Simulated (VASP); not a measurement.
# Si3N4 (P6_3/m) in VASP: single point with PBE

Aim: the single point of Si3N4 with PBE.

All numbers are computed with VASP 6.6.1; they aren't measurements. Logs are shortened: lines on timing, memory, paths and dates and some standing lists are left out, and cuts for length are marked.

**1. The cell of the first run**

Symmetry: P6_3/m, No. 176, hexagonal system. The conventional cell has a = 7.664 Å, b = 7.664 Å, c = 2.926 Å, α = 90.00°, β = 90.00°, γ = 120.00°. Si (site symmetry m) has 4 N at 1.74 to 1.75 Å within 2.3 Å. N (site symmetry -6) has 3 Si at 1.74 Å within 2.3 Å. Within 2.3 Å of N (site symmetry m) lie 3 Si at 1.75 Å.

**2. Single point, PBE**

The input, INCAR:

```
PREC = Accurate ; ENCUT = 520
EDIFF = 1E-7 ; ISMEAR = 0
SIGMA = 0.01 ; LREAL = False
LASPH = True ; NELM = 80
ALGO = Normal ; ISIF = 2
LWAVE = False ; LCHARG = False
GGA = PE ; NBANDS = 45
```

The input, KPOINTS:

```
regular mesh
0
Gamma
  6 6 8
```

The input, POSCAR:

```
Si3N4
1.0
    7.6636505861      0.0000000000      0.0000000000
   -3.8318252930      6.6369160933      0.0000000000
    0.0000000000      0.0000000000      2.9264158018
Si N
6 8
Direct
    0.1750062834      0.7689068932      0.2500000000
    0.2310931068      0.4060993902      0.2500000000
    0.5939006098      0.8249937166      0.2500000000
    0.8249937166      0.2310931068      0.7500000000
    0.7689068932      0.5939006098      0.7500000000
    0.4060993902      0.1750062834      0.7500000000
    0.3333333333      0.6666666667      0.2500000000
    0.6666666667      0.3333333333      0.7500000000
    0.3299972318      0.0308275516      0.2500000000
    0.9691724484      0.2991696802      0.2500000000
    0.7008303198      0.6700027682      0.2500000000
    0.6700027682      0.9691724484      0.7500000000
    0.0308275516      0.7008303198      0.7500000000
    0.2991696802      0.3299972318      0.7500000000
```

Potentials or basis: VASP PAW PBE potentials, release 64 (Si, N).

Run with:

```
$ cat potpaw_PBE.64/Si/POTCAR potpaw_PBE.64/N/POTCAR > POTCAR
$ mpirun -np 1 vasp_std > vasp.out
```

OUTCAR:

```text
PREC = Accurate
   ENCUT = 520
   EDIFF = 1E-7
   ISMEAR = 0
   LREAL = False
   LASPH = True
   NELM = 80
   ISIF = 2
   GGA = PE

 ion  position               nearest neighbor table
   1  0.175  0.769  0.250-   7 1.74   9 1.75  13 1.75  13 1.75   2 3.02   3 3.02   6 3.07   6 3.07
                             5 3.07   5 3.07
   2  0.231  0.406  0.250-   7 1.74  10 1.75  14 1.75  14 1.75   1 3.02   3 3.02   6 3.07   6 3.07
                             4 3.07   4 3.07
   3  0.594  0.825  0.250-   7 1.74  11 1.75  12 1.75  12 1.75   1 3.02   2 3.02   5 3.07   5 3.07
                             4 3.07   4 3.07
   4  0.825  0.231  0.750-   8 1.74  12 1.75  10 1.75  10 1.75   5 3.02   6 3.02   3 3.07   3 3.07
                             2 3.07   2 3.07
   5  0.769  0.594  0.750-   8 1.74  13 1.75  11 1.75  11 1.75   4 3.02   6 3.02   3 3.07   3 3.07
                             1 3.07   1 3.07
   6  0.406  0.175  0.750-   8 1.74  14 1.75   9 1.75   9 1.75   4 3.02   5 3.02   2 3.07   2 3.07
                             1 3.07   1 3.07
   7  0.333  0.667  0.250-   1 1.74   3 1.74   2 1.74
   8  0.667  0.333  0.750-   4 1.74   6 1.74   5 1.74
   9  0.330  0.031  0.250-   1 1.75   6 1.75   6 1.75
  10  0.969  0.299  0.250-   2 1.75   4 1.75   4 1.75
  11  0.701  0.670  0.250-   3 1.75   5 1.75   5 1.75
  12  0.670  0.969  0.750-   4 1.75   3 1.75   3 1.75
  13  0.031  0.701  0.750-   5 1.75   1 1.75   1 1.75
  14  0.299  0.330  0.750-   6 1.75   2 1.75   2 1.75

  LATTYP: Found a hexagonal cell.
 ALAT       =     7.6636505861
 C/A-ratio  =     0.3818566320

  Lattice vectors:

 A1 = (   7.6636505861,   0.0000000000,   0.0000000000)
 A2 = (  -3.8318252930,   6.6369160933,   0.0000000000)
 A3 = (   0.0000000000,   0.0000000000,   2.9264158018)

Analysis of symmetry for initial positions (statically):
=====================================================================
 Subroutine PRICEL returns:
 Original cell was already a primitive cell.

 Routine SETGRP: Setting up the symmetry group for a
 hexagonal supercell.

 Subroutine GETGRP returns: Found 12 space group operations
 (whereof  6 operations were pure point group operations)
 out of a pool of 24 trial point group operations.

The static configuration has the point symmetry S_6 .
 The point group associated with its full space group is C_6h.

Analysis of symmetry for dynamics (positions and initial velocities):
=====================================================================
 Subroutine PRICEL returns:
 Original cell was already a primitive cell.

 Routine SETGRP: Setting up the symmetry group for a
 hexagonal supercell.

[... 147 lines left out ...]
   IMIX   =      4    mixing-type and parameters
     AMIX     =   0.40;   BMIX     =  1.00
     AMIX_MAG =   1.60;   BMIX_MAG =  1.00
  volume/ion in A,a.u.               =      10.63        71.75
  Fermi-wavevector in a.u.,A,eV,Ry     =   1.235631  2.335004 20.773158  1.526784
  Thomas-Fermi vector in A             =   2.370273
   LORBIT       =      0    0 simple, 1 ext, 2 COOP (PROOUT), +10 PAW based schemes
   GGA     = PE    functional components
   LHFCALC =     F    Hartree Fock is set to
   AEXX    =    0.0000 exact exchange contribution
   IVDW    =     0    specifies the selected vdW correction
   LEPSILON=     F    determine dielectric tensor
   LRPA    =     F    only Hartree local field effects (RPA)
 non-spin polarized calculation
 Gauss-broadening in eV      SIGMA  =   0.01
  energy-cutoff  :      520.00
  volume of cell :      148.85
 maximum number of plane-waves:      4043
 NGX is ok and might be reduce to    60
   NGX = 29   NGY = 29   NGZ = 11

 number of electron      63.9999994 magnetization

 Free energy of the ion-electron system (eV)
  ---------------------------------------------------
  ext. energy  EPLUGINS =         0.00000000
  ---------------------------------------------------
  free energy    TOTEN  =      -114.54430530 eV

  energy without entropy =     -114.54430530  energy(sigma->0) =     -114.54430530

 E-fermi :   6.6349     XC(G=0): -10.7083

 val. band max:        6.5235495909   @ k =   0.0000   0.0000   0.1250
 cond. band min:      10.7860814109   @ k =   0.0000   0.0000   0.0000
 fundamental gap:      4.2625318200
 Fermi energy:         6.6349323018

 k-point     1 :       0.0000    0.0000    0.0000
  band No.  band energies     occupation
      1     -11.5271      2.00000
      2     -10.1090      2.00000
      3     -10.1090      2.00000
      4      -9.4782      2.00000
      5      -9.3399      2.00000
      6      -9.3399      2.00000
[... 1117 lines left out ...]
     43      14.6804      0.00000
     44      14.6804      0.00000

 [... further k-points ...]

 [bands above 44 left out]

------------------------ aborting loop because EDIFF is reached ----------------------------------------

  FORCE on cell =-STRESS in cart. coord.  units (eV):
  Direction    XX          YY          ZZ          XY          YZ          ZX
  --------------------------------------------------------------------------------------
  -------------------------------------------------------------------------------------
  Total       -0.2507459     -0.2507459     -0.2828959      0.0000001     -0.0000000      0.0000000
  in kB       -2.6990214     -2.6990214     -3.0450837      0.0000006     -0.0000000      0.0000000
  external PRESSURE =      -2.8143755 kB  Pullay stress =       0.0000000 kB

 VOLUME and BASIS-vectors are now :
 -----------------------------------------------------------------------------
  energy-cutoff  :      520.00
  volume of cell :      148.85
      direct lattice vectors                 reciprocal lattice vectors
     7.663650586  0.000000000  0.000000000     0.130486116  0.075336194  0.000000000
    -3.831825293  6.636916093  0.000000000     0.000000000  0.150672388  0.000000000
     0.000000000  0.000000000  2.926415802     0.000000000  0.000000000  0.341714940

 POSITION                                       TOTAL-FORCE (eV/Angst)
 -----------------------------------------------------------------------------------
     -1.60513      5.10317      0.73160         0.001385      0.002943      0.000000
      0.21491      2.69525      0.73160        -0.003242     -0.000272      0.000000
      1.39021      5.47541      0.73160         0.001856     -0.002671      0.000000
      5.43696      1.53375      2.19481        -0.001385     -0.002943     -0.000000
      3.61691      3.94167      2.19481         0.003242      0.000272     -0.000000
      2.44161      1.16150      2.19481        -0.001856      0.002671     -0.000000
     -0.00000      4.42461      0.73160         0.000000      0.000000      0.000000
      3.83183      2.21231      2.19481         0.000000      0.000000     -0.000000
      2.41086      0.20460      0.73160        -0.001623     -0.001581     -0.000000
      6.28103      1.98556      0.73160         0.002181     -0.000615     -0.000000
      2.80359      4.44675      0.73160        -0.000558      0.002196      0.000000
      1.42097      6.43232      2.19481         0.001623      0.001581      0.000000
     -2.44921      4.65135      2.19481        -0.002181      0.000615     -0.000000
      1.02824      2.19016      2.19481         0.000558     -0.002196      0.000000
 -----------------------------------------------------------------------------------
    total drift:                                0.000000      0.000000      0.000000

  FREE ENERGIE OF THE ION-ELECTRON SYSTEM (eV)
  ---------------------------------------------------
  free  energy   TOTEN  =      -114.5443053046 eV

  energy  without entropy=     -114.5443053046  energy(sigma->0) =     -114.54430530
```

OSZICAR:

```text
N       E                     dE             d eps       ncg     rms          rms(c)
DAV:   1     0.285697584928E+03    0.28570E+03   -0.31562E+04  3608   0.131E+03
DAV:   2    -0.107315070455E+03   -0.39301E+03   -0.37372E+03  4670   0.278E+02
DAV:   3    -0.130576517534E+03   -0.23261E+02   -0.23104E+02  4592   0.712E+01
DAV:   4    -0.130942386477E+03   -0.36587E+00   -0.36479E+00  4568   0.962E+00
DAV:   5    -0.130951187639E+03   -0.88012E-02   -0.87922E-02  4398   0.143E+00    0.289E+01
DAV:   6    -0.114632621764E+03    0.16319E+02   -0.58641E+01  4358   0.306E+01    0.128E+01
DAV:   7    -0.114584710638E+03    0.47911E-01   -0.29548E+00  4520   0.707E+00    0.619E+00
DAV:   8    -0.114541789417E+03    0.42921E-01   -0.15714E-01  4404   0.195E+00    0.215E+00
DAV:   9    -0.114541622529E+03    0.16689E-03   -0.36331E-02  4536   0.995E-01    0.313E-01
DAV:  10    -0.114543564560E+03   -0.19420E-02   -0.40025E-03  4110   0.275E-01    0.174E-01
DAV:  11    -0.114544246206E+03   -0.68165E-03   -0.95519E-04  4160   0.158E-01    0.286E-02
DAV:  12    -0.114544283065E+03   -0.36859E-04   -0.54585E-05  4456   0.401E-02    0.115E-02
DAV:  13    -0.114544301019E+03   -0.17955E-04   -0.17848E-05  4035   0.202E-02    0.492E-03
DAV:  14    -0.114544304758E+03   -0.37386E-05   -0.33256E-06  4328   0.926E-03    0.299E-03
DAV:  15    -0.114544305355E+03   -0.59701E-06   -0.15560E-06  4041   0.516E-03    0.191E-03
DAV:  16    -0.114544305305E+03    0.50452E-07   -0.84868E-08  3296   0.167E-03
   1 F= -.11454431E+03 E0= -.11454431E+03  d E =-.517629E-58
```

Wall time 4 min (1 thread of Intel Xeon Platinum 8375C at 2.90GHz (Ice Lake), shared host); peak memory 0.38 GiB.

What came out:

```yaml
Free_energy: -114.5443 eV
Pressure: -0.3 GPa
Largest_force: 0.003 eV/Å
Band_gap_on_the_k_mesh: 4.26 eV (least direct gap 4.44 eV)
```

Forces on the atoms (eV/Å):
```
Si   0.001  0.003  0.000
Si  -0.003  0.000  0.000
Si   0.002 -0.003  0.000
Si  -0.001 -0.003  0.000
Si   0.003  0.000  0.000
Si  -0.002  0.003  0.000
N    0.000  0.000  0.000
N    0.000  0.000  0.000
N   -0.002 -0.002  0.000
N    0.002 -0.001  0.000
N   -0.001  0.002  0.000
N    0.002  0.002  0.000
N   -0.002  0.001  0.000
N    0.001 -0.002  0.000
```
